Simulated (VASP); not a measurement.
Write the native input for VASP 6.6.1 that does the following.

```
Task                   : single point
Functional             : PBE
Dispersion             : D3(BJ)
Potentials or basis    : VASP PAW PBE potentials, release 64 (In_d)
Cutoff                 : 520 eV
k mesh                 : 15 × 15 × 8
Occupations            : gaussian, width 0.1 eV
Spin                   : no spin polarisation
Dipole correction      : no
Further INCAR settings : ALGO = Fast; EDIFF = 1e-06; NBANDS = 20
```

The structure of In lies in POSCAR:

```
In
1.0
    3.2608149621      0.0000000000      0.0000000000
   -1.6304074811      2.8239485942      0.0000000000
    0.0000000000      0.0000000000      5.3567848048
In
2
Direct
    0.3333333333      0.6666666667      0.2500000000
    0.6666666667      0.3333333333      0.7500000000
```

This isn't the form of In at room conditions, which is tetragonal.

One way to write it, as run:

INCAR

```
PREC = Accurate
ENCUT = 520
EDIFF = 1E-6
ISMEAR = 0
SIGMA = 0.1
LREAL = F
LASPH = T
NELM = 60
ALGO = Fast
ISIF = 2
LWAVE = F
LCHARG = F
GGA = PE
IVDW = 12
NBANDS = 20
```

KPOINTS

```
Automatic mesh
0
Gamma
  15 15 8
```

Potentials or basis: VASP PAW PBE potentials, release 64 (In_d).

The run is started by

```bash
$ cat potpaw_PBE.64/In_d/POTCAR > POTCAR
$ mpirun -np 1 vasp_std > vasp.out
```

It gave:

- Pressure: 2.9 GPa
- Band gap on the k mesh: zero (bands 13 and 14 overlap by 6.67 eV)
- Dispersion energy per atom: -0.359 eV

Caveat: spin-orbit coupling is left out, which moves the levels of the heavy elements.

It took 68 s on 1 thread of Intel(R) Xeon(R) Platinum 8488C (Sapphire Rapids), with other jobs on the host, peak memory 0.24 GiB.
